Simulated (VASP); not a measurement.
# SiC (P6_3/mmc) in VASP: notebook, part 2 of 2

VASP 6.6.1. The steps go on from the part before.

## (3) Single point, PBE

This run uses another cell than the first one, of 10.51 Å³/atom, 0.995 times its volume.

Input file INCAR:

```
PREC = Accurate
ENCUT = 520
EDIFF = 1E-6
ISMEAR = -1
SIGMA = 0.02
LREAL = F
LASPH = T
NELM = 60
ALGO = Normal
ISIF = 2
LWAVE = F
LCHARG = T
GGA = PE
LELF = T
LVHAR = T
NBANDS = 16
```

Input file KPOINTS:

```
Automatic mesh
0
Gamma
  12 12 6
```

Input file POSCAR:

```
SiC
1.0
    3.1373359322      0.0000000000      0.0000000000
   -1.5686679661      2.7170126175      0.0000000000
    0.0000000000      0.0000000000      4.9327143521
Si C
2 2
Direct
    0.3333333333      0.6666666667      0.2500000000
    0.6666666667      0.3333333333      0.7500000000
    0.6666666667      0.3333333333      0.2500000000
    0.3333333333      0.6666666667      0.7500000000
```

Potentials or basis: VASP PAW PBE potentials, release 64 (Si, C).

Run with:

```
cat potpaw_PBE.64/Si/POTCAR potpaw_PBE.64/C/POTCAR > POTCAR
mpirun -np 1 vasp_std > vasp.out
```

OUTCAR:

```text
PREC = Accurate
   ENCUT = 520
   EDIFF = 1E-6
   ISMEAR = -1
   LREAL = F
   LASPH = T
   NELM = 60
   ISIF = 2
   GGA = PE

 ion  position               nearest neighbor table
   1  0.333  0.667  0.250-   3 1.81   3 1.81   3 1.81   4 2.47   4 2.47   2 3.06   2 3.06   2 3.06
                             2 3.06   2 3.06   2 3.06
   2  0.667  0.333  0.750-   4 1.81   4 1.81   4 1.81   3 2.47   3 2.47   1 3.06   1 3.06   1 3.06
                             1 3.06   1 3.06   1 3.06
   3  0.667  0.333  0.250-   1 1.81   1 1.81   1 1.81   2 2.47   2 2.47
   4  0.333  0.667  0.750-   2 1.81   2 1.81   2 1.81   1 2.47   1 2.47

  LATTYP: Found a hexagonal cell.
 ALAT       =     3.1373359322
 C/A-ratio  =     1.5722620907

  Lattice vectors:

 A1 = (   3.1373359322,   0.0000000000,   0.0000000000)
 A2 = (  -1.5686679661,   2.7170126175,   0.0000000000)
 A3 = (   0.0000000000,   0.0000000000,   4.9327143521)

Analysis of symmetry for initial positions (statically):
=====================================================================
 Subroutine PRICEL returns:
 Original cell was already a primitive cell.

 Routine SETGRP: Setting up the symmetry group for a
 hexagonal supercell.

 Subroutine GETGRP returns: Found 24 space group operations
 (whereof 12 operations were pure point group operations)
 out of a pool of 24 trial point group operations.

The static configuration has the point symmetry D_3d.
 The point group associated with its full space group is D_6h.

Analysis of symmetry for dynamics (positions and initial velocities):
=====================================================================
 Subroutine PRICEL returns:
 Original cell was already a primitive cell.

 Routine SETGRP: Setting up the symmetry group for a
 hexagonal supercell.

 Subroutine GETGRP returns: Found 24 space group operations
 (whereof 12 operations were pure point group operations)
 out of a pool of 24 trial point group operations.
[... 121 lines left out ...]
   ISMEAR =    -1;   SIGMA  =   0.02  broadening in eV -4-tet -1-fermi 0-gaus
   EFERMI_NEDOS =   21; number of points for ismear=-14 and -15
   IALGO  =     38    algorithm
   IMIX   =      4    mixing-type and parameters
     AMIX     =   0.40;   BMIX     =  1.00
     AMIX_MAG =   1.60;   BMIX_MAG =  1.00
  volume/ion in A,a.u.               =      10.51        70.94
  Fermi-wavevector in a.u.,A,eV,Ry     =   1.186320  2.241820 19.148237  1.407356
  Thomas-Fermi vector in A             =   2.322495
   LORBIT       =      0    0 simple, 1 ext, 2 COOP (PROOUT), +10 PAW based schemes
   GGA     = PE    functional components
[... 5 lines left out ...]
 non-spin polarized calculation
  energy-cutoff  :      520.00
  volume of cell :       42.05
 maximum number of plane-waves:      1148
 NGX is ok and might be reduce to    24
   NGX = 11   NGY = 11   NGZ = 19

 number of electron      16.0000001 magnetization

 Free energy of the ion-electron system (eV)
  ---------------------------------------------------
  ext. energy  EPLUGINS =         0.00000000
  ---------------------------------------------------
  free energy    TOTEN  =       -28.29387361 eV

  energy without entropy =      -28.29363481  energy(sigma->0) =      -28.29375421

 E-fermi :  10.2340     XC(G=0): -11.2927

 val. band max:       10.2206457627   @ k =   0.0833  -0.0000   0.0000
 cond. band min:      10.3013976013   @ k =   0.0000   0.0000   0.0000
 fundamental gap:      0.0807518386
 Fermi energy:        10.2340200682

 k-point     1 :       0.0000    0.0000    0.0000
  band No.  band energies     occupation
      1      -7.4165      2.00000
      2      -3.9562      2.00000
      3       0.6052      2.00000
      4       5.8484      2.00000
      5       5.8484      2.00000
      6       7.1110      2.00000
[... 433 lines left out ...]
      3       0.7371      2.00000
      4       2.8259      2.00000
      5       3.1543      2.00000
      6       4.4873      2.00000
[... 8 lines left out ...]
     15      18.5120      0.00000
     16      19.0263      0.00000

 [... further k-points ...]

------------------------ aborting loop because EDIFF is reached ----------------------------------------

  FORCE on cell =-STRESS in cart. coord.  units (eV):
  Direction    XX          YY          ZZ          XY          YZ          ZX
  --------------------------------------------------------------------------------------
  -------------------------------------------------------------------------------------
  Total        1.3419683      1.3419683      0.2609027      0.0000000     -0.0000000      0.0000000
  in kB       51.1345222     51.1345222      9.9414663      0.0000000     -0.0000000      0.0000000
  external PRESSURE =      37.4035036 kB  Pullay stress =       0.0000000 kB

 VOLUME and BASIS-vectors are now :
 -----------------------------------------------------------------------------
  energy-cutoff  :      520.00
  volume of cell :       42.05
      direct lattice vectors                 reciprocal lattice vectors
     3.137335932  0.000000000  0.000000000     0.318741767  0.184025645  0.000000000
    -1.568667966  2.717012618  0.000000000     0.000000000  0.368051290  0.000000000
     0.000000000  0.000000000  4.932714352     0.000000000  0.000000000  0.202728139

 POSITION                                       TOTAL-FORCE (eV/Angst)
 -----------------------------------------------------------------------------------
     -0.00000      1.81134      1.23318         0.000000      0.000000      0.000000
      1.56867      0.90567      3.69954        -0.000000     -0.000000      0.000000
      1.56867      0.90567      1.23318        -0.000000      0.000000      0.000000
     -0.00000      1.81134      3.69954         0.000000      0.000000      0.000000
 -----------------------------------------------------------------------------------
    total drift:                               -0.000000      0.000000      0.000000

  FREE ENERGIE OF THE ION-ELECTRON SYSTEM (eV)
  ---------------------------------------------------
  free  energy   TOTEN  =       -28.2938736097 eV

  energy  without entropy=      -28.2936348148  energy(sigma->0) =      -28.29375421
```

Wall time 14 s (1 thread of Intel Xeon 6975P-C (Granite Rapids), shared host); peak memory 0.18 GiB.

Results:

* Free energy: -28.2939 eV
* Pressure: 3.7 GPa
* Band gap on the k mesh: zero (band 8 reaches 10.30 eV, above the bottom of band 9 at 10.17 eV)

## (4) Single point, LDA

This run uses another cell than the first one, of 10.51 Å³/atom, 0.995 times its volume.

INCAR, as its differences from that of step 3:

```diff
@@ -7,3 +7,3 @@
 LASPH = T
-NELM = 60
+NELM = 100
 ALGO = Normal
@@ -12,3 +12,3 @@
 LCHARG = T
-GGA = PE
+GGA = CA
 LELF = T
```

KPOINTS is that of step 3.

POSCAR is that of step 3.

Potentials or basis: VASP PAW LDA potentials, release 64 (Si, C).

Run with:

```
cat potpaw_LDA.64/Si/POTCAR potpaw_LDA.64/C/POTCAR > POTCAR
mpirun -np 1 vasp_std > vasp.out
```

Run time: 15 s. Hardware: 1 thread of Intel Xeon 6975P-C (Granite Rapids), shared host; peak memory 0.16 GiB.

The run converged. Its results:

```
Free energy            : -31.4408 eV
Pressure               : -3.1 GPa
Band gap on the k mesh : zero (band 8 reaches 10.23 eV, above the bottom of band 9 at 10.02 eV)
```

Stress tensor (GPa, compression positive):
```
-2.55  0.00  0.00
 0.00 -2.55  0.00
 0.00  0.00 -4.33
```

Levels at points of the mesh, in eV from the Fermi level:
| k point | band 6 | band 7 | band 8 | band 9 | band 10 | band 11 |
| --- | --- | --- | --- | --- | --- | --- |
| (0.00, 0.00, 0.00) | -3.08 | -3.08 | 0.09 | 1.61 | 3.76 | 3.89 |
| (0.50, 0.00, 0.00) | -6.14 | -4.22 | -4.10 | -0.12 | 3.10 | 3.94 |
| (0.00, 0.00, 0.50) | -3.75 | -3.75 | -3.75 | 2.89 | 2.89 | 4.50 |
| (0.50, 0.00, 0.50) | -5.31 | -2.95 | -2.95 | 1.36 | 1.36 | 1.67 |

## (5) The runs side by side

```tsv
level	potentials or basis	cell	gap on the mesh (eV)	pressure (GPa)
PBE	VASP PAW PBE potentials, release 64 (Si, C)	a = 3.165, b = 3.165, c = 4.870 Å, angles 90.0, 90.0, 120.0°, 4 atoms	none	0.0
PBE	VASP PAW PBE potentials, release 64 (Si, C)	a = 3.137, b = 3.137, c = 4.933 Å, angles 90.0, 90.0, 120.0°, 4 atoms	none	3.7
LDA	VASP PAW LDA potentials, release 64 (Si, C)	a = 3.137, b = 3.137, c = 4.933 Å, angles 90.0, 90.0, 120.0°, 4 atoms	none	-3.1
```

Alike in all rows: task single point; no spin polarisation; k mesh 12 × 12 × 6; cutoff (eV) 520; smearing fermi-dirac 0.02 eV.

Absolute energies hang on the potentials; compare differences alone.
